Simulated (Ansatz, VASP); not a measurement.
# One calculation of SiSe, two programs

File POSCAR:

```
SiSe
1.0
    3.5218079781      0.0000000000      0.0000000000
   -1.7609039890      3.0499707371      0.0000000000
    0.0000000000      0.0000000000      3.5252659170
Si Se
1 1
Direct
    0.6666700000      0.3333300000      0.5000000000
    0.0000000000      0.0000000000      0.0000000000
```

INCAR.step1

```
SYSTEM = SiSe
PREC = Accurate
ENCUT = 520
EDIFF = 1E-5
ISMEAR = -1
SIGMA = 0.05
LREAL = .FALSE.
LASPH = .TRUE.
NELM = 80
ALGO = Normal
ISIF = 2
LWAVE = .TRUE.
LCHARG = .FALSE.
GGA = PE
NBANDS = 12
```

INCAR.step2

```
SYSTEM = SiSe
PREC = Accurate
ENCUT = 520
EDIFF = 1E-7
ISMEAR = -1
SIGMA = 0.05
LREAL = .FALSE.
LASPH = .TRUE.
NELM = 80
ALGO = Normal
ISIF = 2
LWAVE = .FALSE.
LCHARG = .FALSE.
METAGGA = R2SCAN
LHFCALC = .TRUE.
AEXX = 0.25
LMIXTAU = .TRUE.
PRECFOCK = Normal
ISTART = 1
NBANDS = 12
```

Contents of KPOINTS:

```
Automatic mesh
0
G
  5 5 4
  0 0 0
```

Contents of input.yaml:

```yaml
crystal:
  lattice:
    - [3.5218079781, 0.0, 0.0]
    - [-1.760903989, 3.0499707371, 0.0]
    - [0.0, 0.0, 3.525265917]
  atoms:
    - { symbol: Si, position: [0.66667, 0.33333, 0.5] }
    - { symbol: Se, position: [0.0, 0.0, 0.0] }
hamiltonian:
  xc: r2scan0
  pseudopotentials: { kind: paw }
kpoints:
  mp_grid: { grid: [5, 5, 4] }
scf:
  occupations: { method: fermi_dirac, width: 0.05 }
output:
  forces: true
  stress: true
  eigenvalues: true
```

Alike in both runs: task single point; functional r2SCAN0; k mesh 5 × 5 × 4; occupations fermi-dirac, width 0.05 eV; no spin polarisation.

|  | VASP | Ansatz |
| --- | --- | --- |
| version | VASP 6.6.1 | Ansatz 0.2.0 |
| potentials or method | VASP PAW PBE potentials, release 64 (Si, Se) | Ansatz PAW |
| plane-wave cutoff (eV) | 520 | 500 |
| valence electrons in the cell | 10 | 20 |

Ansatz gave:

* gap on the k mesh at the Fermi level (eV): none
* pressure (GPa): 2.1
* traceless stress, the component that is largest in VASP (GPa): -1.00

Q: Which values does VASP return?

A: gap on the k mesh at the Fermi level (eV): none; pressure (GPa): 1.9; traceless stress, the component that is largest in VASP (GPa): 1.93.

VASP's potentials were made for PBE, not for r2SCAN0. A gap of «none» marks a metal or a gap that the smearing closes. With one functional, cell and mesh, what is left measures potentials, basis and numerics. VASP's potentials hold 10 valence electrons a cell and Ansatz's 20, so a difference there can come from the potentials and not from the codes.

The k mesh is coarse, so the values compare programs but aren't converged.
